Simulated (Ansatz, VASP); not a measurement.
**One calculation of C, two programs**

File INCAR:

```
SYSTEM = C
  ALGO = Normal
  EDIFF = 1E-6
  ENCUT = 520
  GGA = PS
  ISIF = 2
  ISMEAR = 0
  LASPH = .True.
  LCHARG = .False.
  LREAL = Auto
  LWAVE = .False.
  NBANDS = 43
  NELM = 80
  PREC = Accurate
  SIGMA = 0.05
```

File KPOINTS:

```
k-points
0
Gamma
  6 6 6
  0 0 0
```

File POSCAR:

```
C
1.0
    0.0000000000      3.5537981836     -3.5537981836
   -3.5537981836      0.0000000000     -3.5537981836
   -3.5537981836      3.5537981836      0.0000000000
C
15
Direct
    0.2500000000      0.7500000000      0.2500000000
    0.7500000000      0.2500000000      0.2500000000
    0.2500000000      0.2500000000      0.2500000000
    0.7500000000      0.7500000000      0.7500000000
    0.2500000000      0.7500000000      0.7500000000
    0.7500000000      0.2500000000      0.7500000000
    0.2500000000      0.2500000000      0.7500000000
    0.8750000000      0.3750000000      0.3750000000
    0.3750000000      0.3750000000      0.3750000000
    0.8482284069      0.8482284069      0.2879181863
    0.3750000000      0.8750000000      0.3750000000
    0.8750000000      0.3750000000      0.8750000000
    0.3750000000      0.3750000000      0.8750000000
    0.8750000000      0.8750000000      0.8750000000
    0.3750000000      0.8750000000      0.8750000000
```

Input for Ansatz:

```yaml
crystal:
  lattice:
    - [0.0, 3.5537981836, -3.5537981836]
    - [-3.5537981836, 0.0, -3.5537981836]
    - [-3.5537981836, 3.5537981836, 0.0]
  atoms:
    - { symbol: C, position: [0.25, 0.75, 0.25] }
    - { symbol: C, position: [0.75, 0.25, 0.25] }
    - { symbol: C, position: [0.25, 0.25, 0.25] }
    - { symbol: C, position: [0.75, 0.75, 0.75] }
    - { symbol: C, position: [0.25, 0.75, 0.75] }
    - { symbol: C, position: [0.75, 0.25, 0.75] }
    - { symbol: C, position: [0.25, 0.25, 0.75] }
    - { symbol: C, position: [0.875, 0.375, 0.375] }
    - { symbol: C, position: [0.375, 0.375, 0.375] }
    - { symbol: C, position: [0.8482284069, 0.8482284069, 0.2879181863] }
    - { symbol: C, position: [0.375, 0.875, 0.375] }
    - { symbol: C, position: [0.875, 0.375, 0.875] }
    - { symbol: C, position: [0.375, 0.375, 0.875] }
    - { symbol: C, position: [0.875, 0.875, 0.875] }
    - { symbol: C, position: [0.375, 0.875, 0.875] }
basis:
  ecutwfc: 420
kpoints:
  mp_grid: { grid: [6, 6, 6] }
hamiltonian:
  xc: pbesol
  pseudopotentials: { kind: paw, azcp: { folder: soft_1 } }
scf:
  occupations: { method: gaussian, width: 0.05 }
output:
  forces: true
  stress: true
  eigenvalues: true
  write_density: true
  write_potential: true
  elf: true
  volumetric_format: npy
```

Change from the starting cell: C vacancy; atom 10 moved 0.375 of the way to it and -0.175 Å across, host rigid.

Alike in both runs: task single point; functional PBEsol; k mesh 6 × 6 × 6; occupations gaussian, width 0.05 eV; no spin polarisation.

|  | VASP | Ansatz |
| --- | --- | --- |
| version | VASP 6.6.1 | Ansatz 0.2.0 |
| potentials or method | VASP PAW PBE potentials, release 64 (C), cutoff 520 eV | scalar-relativistic, plane waves, PAW |
| valence electrons in the cell | 60 | 60 |

|  | VASP | Ansatz | Ansatz less VASP |
| --- | --- | --- | --- |
| gap on the k mesh at the Fermi level (eV) | none | none | - |
| pressure (GPa) | -11.0 | -12.0 | -1.01 |
| traceless stress, the component that is largest in VASP (GPa) | 14.23 | 14.26 | +0.032 |
| rms of the force components (eV/Å) | 1.330 | 1.339 | +0.0095 |

VASP's potentials were made for PBE, not for PBEsol, and Ansatz warns of the same on its side. Atom by atom the forces differ by 0.013 eV/Å (rms over components). A gap of «none» marks a metal or a gap that the smearing closes.
